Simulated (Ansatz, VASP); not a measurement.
CdF2: VASP beside Ansatz

```
CELL_PARAMETERS angstrom
0.00000 2.74016 2.74016
2.74016 0.00000 2.74016
2.74016 2.74016 0.00000
ATOMIC_POSITIONS crystal
Cd 0.00000 0.00000 0.00000
F 0.25000 0.25000 0.25000
F 0.75000 0.75000 0.75000
```

Alike in both runs: functional PBE; k mesh 6 × 6 × 6; occupations gaussian, width 0.1 eV; no spin polarisation.

Ansatz relaxed the structure, and its values are those at the end. VASP's run is a single point on that final structure, the one shown.

|  | VASP | Ansatz |
| --- | --- | --- |
| version | VASP 6.6.1 | Ansatz 0.2.0 |
| potentials or method | VASP PAW PBE potentials, release 64 (Cd, F), cutoff 600 eV | scalar-relativistic, plane waves, PAW |
| valence electrons in the cell | 26 | 34 |

Ansatz gave:

- gap on the k mesh at the Fermi level (eV): 2.94
- least direct gap on the mesh (eV): 3.48
- pressure (GPa): 0.1

Estimate VASP's values.

gap on the k mesh at the Fermi level (eV): 2.91; least direct gap on the mesh (eV): 3.45; pressure (GPa): 0.4.

With one functional, cell and mesh, what is left measures potentials, basis and numerics. VASP's potentials hold 26 valence electrons a cell and Ansatz's 34, so a difference there can come from the potentials and not from the codes.
